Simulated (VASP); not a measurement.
## Nb: single point with PBEsol

The system is Nb.

```
Nb
1.0
     0.00000    2.08317    2.08317
     2.08317    0.00000    2.08317
     2.08317    2.08317    0.00000
Nb
1
Direct
  0.00000 0.00000 0.00000
```

```yaml
Program: VASP 6.6.1
Task: single point
Functional: PBEsol
Potentials_or_basis: VASP PAW PBE potentials, release 64 (Nb_sv)
Cutoff: 520 eV
k_mesh: 11 × 11 × 11
Occupations: fermi-dirac, width 0.05 eV
Spin: no spin polarisation
```

The pressure is -0.3 GPa.

Levels at points of the mesh, in eV from the Fermi level:
```csv
k point,band 4,band 5,band 6,band 7,band 8,band 9
"(0.00, 0.00, 0.00)",-29.99,-6.35,0.07,0.07,0.07,2.80
```

Wall time 15 s on 1 thread of AMD EPYC 7R13 Processor (Zen 3) (shared host), peak memory 0.11 GiB.

Caveat: the PAW data sets were made with another functional, which shifts forces and pressure a little.
